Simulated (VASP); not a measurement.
Set up this calculation in VASP 6.6.1, as the native input.

- Task: single point
- Functional: LDA
- Potentials or basis: VASP PAW LDA potentials, release 64 (W_sv)
- Cutoff: 500 eV
- k mesh: 10 × 10 × 10
- Occupations: fermi-dirac, width 0.05 eV
- Spin: no spin polarisation
- Dipole correction: no
- Further INCAR settings: ALGO = Normal; EDIFF = 1e-06; NBANDS = 13

The structure of W lies in POSCAR:

```
W
1.0
   -1.5541230865      1.5541230865      1.5541230865
    1.5541230865     -1.5541230865      1.5541230865
    1.5541230865      1.5541230865     -1.5541230865
W
1
Direct
    0.0000000000      0.0000000000      0.0000000000
```

One way to write it, as run:

INCAR

```
  PREC = Accurate
  ENCUT = 500
  EDIFF = 1E-6
  ISMEAR = -1
  SIGMA = 0.05
  LREAL = False
  LASPH = True
  NELM = 120
  ALGO = Normal
  ISIF = 2
  LWAVE = False
  LCHARG = False
  GGA = CA
  NBANDS = 13
  GGA_COMPAT = False
```

KPOINTS

```
Automatic mesh
0
Gamma
  10 10 10
```

Potentials or basis: VASP PAW LDA potentials, release 64 (W_sv).

Command:

```console
$ cat potpaw_LDA.64/W_sv/POTCAR > POTCAR
$ mpirun -np 1 vasp_std > vasp.out
```

Results of the run:

```yaml
Pressure: 12.2 GPa
Band_gap_on_the_k_mesh: zero (bands 7 and 8 overlap by 6.90 eV)
```

Caveat: the cell stands under pressure; spin-orbit coupling is left out, which moves the levels of the heavy elements.

Wall time 3.1 s on 1 thread of Intel(R) Xeon(R) 6975P-C (Granite Rapids), with other jobs on the host, peak memory 0.12 GiB.
